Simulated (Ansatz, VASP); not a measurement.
**Cd in VASP and in Ansatz**

```
CELL_PARAMETERS angstrom
2.99860 0.00000 0.00000
-1.49930 2.59686 0.00000
0.00000 0.00000 5.65485
ATOMIC_POSITIONS crystal
Cd 0.66667 0.33333 0.75000
Cd 0.33333 0.66667 0.25000
```

Alike in both runs: task single point; functional LDA; k mesh 10 × 10 × 5; occupations fermi-dirac, width 0.05 eV; no spin polarisation.

|  | VASP | Ansatz |
| --- | --- | --- |
| version | VASP 6.6.1 | Ansatz 0.2.0 |
| potentials or method | VASP PAW LDA potentials, release 64 (Cd) | Ansatz PAW |
| plane-wave cutoff (eV) | 520 | 420 |
| valence electrons in the cell | 24 | 40 |

VASP gave:

| Quantity | Value |
| --- | --- |
| gap on the k mesh at the Fermi level (eV) | none |
| pressure (GPa) | -4.9 |
| traceless stress, the component that is largest in VASP (GPa) | 0.53 |

Q: Estimate Ansatz's values.

A: gap on the k mesh at the Fermi level (eV): none; pressure (GPa): -5.3; traceless stress, the component that is largest in VASP (GPa): 0.72.

LDA's correlation is that of Perdew and Zunger in VASP and of Perdew and Wang (1992) in Ansatz. A gap of «none» marks a metal or a gap that the smearing closes. VASP's potentials hold 24 valence electrons a cell and Ansatz's 40, so a difference there can come from the potentials and not from the codes.
